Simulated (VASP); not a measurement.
Set up this calculation in VASP 6.6.1, as the native input.

* Task: single point
* Functional: LDA
* Potentials or basis: VASP PAW LDA potentials, release 64 (Si, O)
* Cutoff: 520 eV
* k mesh: 6 × 6 × 10
* Occupations: gaussian, width 0.05 eV
* Spin: no spin polarisation
* Dipole correction: no
* Further INCAR settings: ALGO = Normal; EDIFF = 1e-07; NBANDS = 25

The structure of SiO2 lies in POSCAR:

```
SiO2
1.0
    4.5277514130      0.0000000000      0.0000000000
    0.0000000000      4.5277514130      0.0000000000
    0.0000000000      0.0000000000      2.5998348613
Si O
2 4
Direct
    0.5000000000      0.5000000000      0.5000000000
    0.0000000000      0.0000000000      0.0000000000
    0.6944252994      0.6944252994      0.0000000000
    0.1944252994      0.8055747006      0.5000000000
    0.3055747006      0.3055747006      0.0000000000
    0.8055747006      0.1944252994      0.5000000000
```

This cell differs from its parent crystal: volume 8.883 Å^3 an atom, c/a of the conventional cell 0.5742.

The input as run:

INCAR

```
SYSTEM = SiO2
ALGO = Normal
EDIFF = 1E-7
ENCUT = 520
ISIF = 2
ISMEAR = 0
LASPH = .TRUE.
LCHARG = .FALSE.
LREAL = .FALSE.
LWAVE = .FALSE.
NBANDS = 25
NELM = 80
PREC = Accurate
SIGMA = 0.05
```

KPOINTS

```
k-points
0
G
  6 6 10
  0 0 0
```

Potentials or basis: VASP PAW LDA potentials, release 64 (Si, O).

Run with:

```sh
$ cat potpaw_LDA.64/Si/POTCAR potpaw_LDA.64/O/POTCAR > POTCAR
$ mpirun -np 1 vasp_std > vasp.out
```

It gave:

```json
{
 "Pressure": "-30.2 GPa",
 "Largest force": "1.926 eV/Å",
 "Band gap on the k mesh": "3.58 eV, direct"
}
```

Caveat: forces of over 1 eV/Å act on the atoms, so gaps and moduli don't describe the material at rest.

It took 25 s on 1 thread of Intel(R) Xeon(R) 6975P-C (Granite Rapids), with other jobs on the host, peak memory 0.18 GiB.
